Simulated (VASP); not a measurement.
# Pb in VASP: a series of runs, part 3 of 4

VASP 6.6.1.

**4. Density of states, PBE**

This run uses another cell than the first one, of 40.67 Å³/atom, 0.952 times its volume.

Input file POSCAR:

```
Pb
1.0
    0.0000000000      3.4390000555      3.4390000555
    3.4390000555      0.0000000000      3.4390000555
    3.4390000555      3.4390000555      0.0000000000
Pb
2
Direct
    0.0000000000      0.0000000000      0.0000000000
    0.2500000000      0.2500000000      0.2500000000
```

Input file INCAR.step1:

```
SYSTEM = Pb
  ALGO = Normal
  EDIFF = 1E-7
  ENCUT = 520
  GGA = PE
  ISIF = 2
  ISMEAR = -1
  LASPH = .TRUE.
  LCHARG = .TRUE.
  LREAL = .FALSE.
  LWAVE = .FALSE.
  NBANDS = 21
  NELM = 100
  PREC = Accurate
  SIGMA = 0.05
```

Input file KPOINTS.step1:

```
k-points
0
G
  8 8 8
  0 0 0
```

Input file INCAR.step2:

```
SYSTEM = Pb
  ALGO = Normal
  EDIFF = 1E-7
  ENCUT = 520
  GGA = PE
  ICHARG = 11
  ISIF = 2
  ISMEAR = -5
  LASPH = .TRUE.
  LCHARG = .FALSE.
  LORBIT = 10
  LREAL = .FALSE.
  LWAVE = .FALSE.
  NBANDS = 21
  NEDOS = 1001
  NELM = 100
  PREC = Accurate
  SIGMA = 0.05
```

Input file KPOINTS.step2:

```
k-points
0
G
  12 12 12
  0 0 0
```

Potentials or basis: VASP PAW PBE potentials, release 64 (Pb_d).

Command:

```console
cat potpaw_PBE.64/Pb_d/POTCAR > POTCAR
cp INCAR.step1 INCAR
cp KPOINTS.step1 KPOINTS
mpirun -np 1 vasp_std > vasp.out
cp INCAR.step2 INCAR
cp KPOINTS.step2 KPOINTS
mpirun -np 1 vasp_std > vasp.out
```

OUTCAR:

```text
SYSTEM = Pb
   EDIFF = 1E-7
   ENCUT = 520
   GGA = PE
   ICHARG = 11
   ISIF = 2
   ISMEAR = -5
   LASPH = .TRUE.
   LORBIT = 10
   LREAL = .FALSE.
   NELM = 100
   PREC = Accurate

 ion  position               nearest neighbor table
   1  0.000  0.000  0.000-   2 2.98   2 2.98   2 2.98   2 2.98
   2  0.250  0.250  0.250-   1 2.98   1 2.98   1 2.98   1 2.98

  LATTYP: Found a face centered cubic cell.
 ALAT       =     6.8780001110

  Lattice vectors:

 A1 = (   0.0000000000,   3.4390000555,   3.4390000555)
 A2 = (   3.4390000555,   0.0000000000,   3.4390000555)
 A3 = (   3.4390000555,   3.4390000555,   0.0000000000)

Analysis of symmetry for initial positions (statically):
=====================================================================
 Subroutine PRICEL returns:
 Original cell was already a primitive cell.

 Routine SETGRP: Setting up the symmetry group for a
 face centered cubic supercell.

 Subroutine GETGRP returns: Found 48 space group operations
 (whereof 24 operations were pure point group operations)
 out of a pool of 48 trial point group operations.

The static configuration has the point symmetry T_d .
 The point group associated with its full space group is O_h .

Analysis of symmetry for dynamics (positions and initial velocities):
=====================================================================
 Subroutine PRICEL returns:
 Original cell was already a primitive cell.

 Routine SETGRP: Setting up the symmetry group for a
 face centered cubic supercell.

 Subroutine GETGRP returns: Found 48 space group operations
 (whereof 24 operations were pure point group operations)
 out of a pool of 48 trial point group operations.

The dynamic configuration has the point symmetry T_d .
 The point group associated with its full space group is O_h .

 Subroutine INISYM returns: Found 48 space group operations
 (whereof 24 operations are pure point group operations),
 and found     1 'primitive' translations

----------------------------------------------------------------------------------------

                                     Primitive cell

  volume of cell :      81.3442

  direct lattice vectors                    reciprocal lattice vectors
     0.000000000  3.439000056  3.439000056    -0.145391100  0.145391100  0.145391100
     3.439000056  0.000000000  3.439000056     0.145391100 -0.145391100  0.145391100
     3.439000056  3.439000056  0.000000000     0.145391100  0.145391100 -0.145391100

  length of vectors
     4.863480519  4.863480519  4.863480519     0.251824772  0.251824772  0.251824772

  position of ions in fractional coordinates (direct lattice)
     0.000000000  0.000000000  0.000000000
     0.250000000  0.250000000  0.250000000

  ion indices of the primitive-cell ions
   primitive index   ion index
                 1           1
                 2           2

----------------------------------------------------------------------------------------

 KPOINTS: k-points

Automatic generation of k-mesh.
 Grid dimensions read from file:
 generate k-points for:   12   12   12

 Generating k-lattice:

  Cartesian coordinates                     Fractional coordinates (reciprocal lattice)
    -0.012115925  0.012115925  0.012115925     0.083333333  0.000000000  0.000000000
     0.012115925 -0.012115925  0.012115925     0.000000000  0.083333333  0.000000000
     0.012115925  0.012115925 -0.012115925     0.000000000  0.000000000  0.083333333

  Length of vectors
     0.020985398  0.020985398  0.020985398

  Shift w.r.t. Gamma in fractional coordinates (k-lattice)
     0.000000000  0.000000000  0.000000000

 TETIRR: Found    247 inequivalent tetrahedra from    10368

 Subroutine IBZKPT returns following result:
 ===========================================

 Found     72 irreducible k-points:

 Following reciprocal coordinates:
            Coordinates               Weight
  0.000000  0.000000  0.000000      1.000000
  0.083333  0.000000  0.000000      8.000000
  0.166667  0.000000  0.000000      8.000000
  0.250000  0.000000  0.000000      8.000000
  0.333333  0.000000  0.000000      8.000000
  0.416667  0.000000  0.000000      8.000000
[... 16 lines left out ...]
  0.500000  0.166667  0.000000     24.000000
 -0.416667  0.166667  0.000000     24.000000
 [... further k-points ...]
   k-points           NKPTS =     72   k-points in BZ     NKDIM =     72   number of bands    NBANDS=     21
   number of dos      NEDOS =   1001   number of ions     NIONS =      2
   total plane-waves  NPLWV =  46656
   dimension x,y,z NGX =    36 NGY =   36 NGZ =   36
   dimension x,y,z NGXF=    72 NGYF=   72 NGZF=   72
   ions per type =               2
   NGX,Y,Z   is equivalent  to a cutoff of  12.31, 12.31, 12.31 a.u.
   NGXF,Y,Z  is equivalent  to a cutoff of  24.61, 24.61, 24.61 a.u.
 SYSTEM =  Pb
   PREC   = accura    normal or accurate (medium, high low for compatibility)
   ISTART =      0    job   : 0-new  1-cont  2-samecut
   ICHARG =     11    charge: 1-file 2-atom 10-const
   ISPIN  =      1    spin polarized calculation?
   LNONCOLLINEAR =      F non collinear calculations
   LSORBIT =      F    spin-orbit coupling
   LASPH  =      T    aspherical Exc in radial PAW
   ENCUT  =  520.0 eV  38.22 Ry    6.18 a.u.   9.04  9.04  9.04*2*pi/ulx,y,z
   NELM   =    100;   NELMIN=  2; NELMDL=  0     # of ELM steps
   EDIFF  = 0.1E-06   stopping-criterion for ELM
   LREAL  =      F    real-space projection
   EDIFFG = 0.1E-05   stopping-criterion for IOM
   NSW    =      0    number of steps for IOM
   IBRION =     -1    ionic relax: 0-MD 1-quasi-New 2-CG
   NFREE  =      0    steps in history (QN), initial steepest desc. (CG)
   ISIF   =      2    stress and relaxation
   ISYM   =      2    0-nonsym 1-usesym 2-fastsym
   POTIM  = 0.5000    time-step for ionic-motion
   TEBEG  =    0.0;   TEEND  =   0.0 temperature during run
   PSTRESS=    0.0 pullay stress
   NELECT =      28.0000    total number of electrons
   NUPDOWN=      -1.0000    fix difference up-down
   EMIN   =  10.00;   EMAX   =-10.00  energy-range for DOS
   EFERMI =   0.00;   METHOD = LEGACY
   ISMEAR =    -5;   SIGMA  =   0.05  broadening in eV -4-tet -1-fermi 0-gaus
   EFERMI_NEDOS =   21; number of points for ismear=-14 and -15
   IALGO  =     38    algorithm
   IMIX   =      4    mixing-type and parameters
     AMIX     =   0.40;   BMIX     =  1.00
     AMIX_MAG =   1.60;   BMIX_MAG =  1.00
  volume/ion in A,a.u.               =      40.67       274.47
  Fermi-wavevector in a.u.,A,eV,Ry     =   1.147322  2.168124 17.909999  1.316348
  Thomas-Fermi vector in A             =   2.284002
   LORBIT       =     10    0 simple, 1 ext, 2 COOP (PROOUT), +10 PAW based schemes
   GGA     = PE    functional components
   LHFCALC =     F    Hartree Fock is set to
   AEXX    =    0.0000 exact exchange contribution
   IVDW    =     0    specifies the selected vdW correction
   LEPSILON=     F    determine dielectric tensor
   LRPA    =     F    only Hartree local field effects (RPA)
 non-spin polarized calculation
 Fermi weights with tetrahedron method with Bloechl corrections
  energy-cutoff  :      520.00
  volume of cell :       81.34
 maximum number of plane-waves:      2209

 number of electron      28.0000001 magnetization

 Free energy of the ion-electron system (eV)
  ---------------------------------------------------
  ext. energy  EPLUGINS =         0.00000000
  ---------------------------------------------------
  free energy    TOTEN  =        -6.56085843 eV

  energy without entropy =       -6.56085843  energy(sigma->0) =       -6.56085843

 E-fermi :   4.3091     XC(G=0):  -8.4254

 val. band max:        4.3608547832   @ k =  -0.1667   0.0833   0.0000
 cond. band min:       4.3241731179   @ k =  -0.4167   0.0833   0.0000
 fundamental gap:     -0.0366816653
 Fermi energy:         4.3091494944

 k-point     1 :       0.0000    0.0000    0.0000
  band No.  band energies     occupation
      1     -12.8567      2.00000
      2     -12.8567      2.00000
      3     -12.8567      2.00000
      4     -12.7796      2.00000
      5     -12.7796      2.00000
      6     -12.3500      2.00000
[... 550 lines left out ...]
      5     -12.6570      2.00000
      6     -12.4829      2.00000
[... 13 lines left out ...]
     20      11.7571      0.00000
     21      12.1943      0.00000

 [... further k-points ...]
[... 5 lines left out ...]
  --------------------------------------------------------------------------------------
  -------------------------------------------------------------------------------------
  Total        1.1417908      1.1417908      1.1417908      0.0000000      0.0000000      0.0000000
  in kB       22.4890227     22.4890227     22.4890227      0.0000000      0.0000000      0.0000000
  external PRESSURE =      22.4890227 kB  Pullay stress =       0.0000000 kB

 VOLUME and BASIS-vectors are now :
 -----------------------------------------------------------------------------
  energy-cutoff  :      520.00
  volume of cell :       81.34
      direct lattice vectors                 reciprocal lattice vectors
     0.000000000  3.439000056  3.439000056    -0.145391100  0.145391100  0.145391100
     3.439000056  0.000000000  3.439000056     0.145391100 -0.145391100  0.145391100
     3.439000056  3.439000056  0.000000000     0.145391100  0.145391100 -0.145391100

 POSITION                                       TOTAL-FORCE (eV/Angst)
 -----------------------------------------------------------------------------------
      0.00000      0.00000      0.00000        -0.000000     -0.000000     -0.000000
      1.71950      1.71950      1.71950         0.000000      0.000000      0.000000
 -----------------------------------------------------------------------------------
    total drift:                                0.000000      0.000000      0.000000

  FREE ENERGIE OF THE ION-ELECTRON SYSTEM (eV)
  ---------------------------------------------------
  free  energy   TOTEN  =        -6.5608584298 eV

  energy  without entropy=       -6.5608584298  energy(sigma->0) =       -6.56085843

 total charge

# of ion       s       p       d       tot
------------------------------------------
    1        1.321   0.922   9.803  12.047
    2        1.321   0.922   9.803  12.047
--------------------------------------------------
tot          2.643   1.844  19.606  24.093
```

Run time: 42 s. Hardware: 1 thread of Intel Xeon 6975P-C (Granite Rapids), shared host; peak memory 0.24 GiB.

What came out:

```
Valence electrons inside the program's atomic spheres : Pb 12.05
```

Levels at points of the mesh, in eV from the Fermi level:
```
           k point  band 12  band 13  band 14  band 15  band 16  band 17
(0.00, 0.00, 0.00)    -3.89     0.43     0.43     0.43     2.44     2.44
(0.50, 0.00, 0.00)    -7.07    -0.93    -0.71    -0.71     3.56     3.56
(0.50, 0.50, 0.00)    -8.45    -1.94    -1.94     0.90     0.90     7.21
```

Caveat: spin-orbit coupling is left out, which moves the levels of the heavy elements; tetrahedron occupations give inexact forces and stress in metals.

(Part 3 of 4 ends here.)
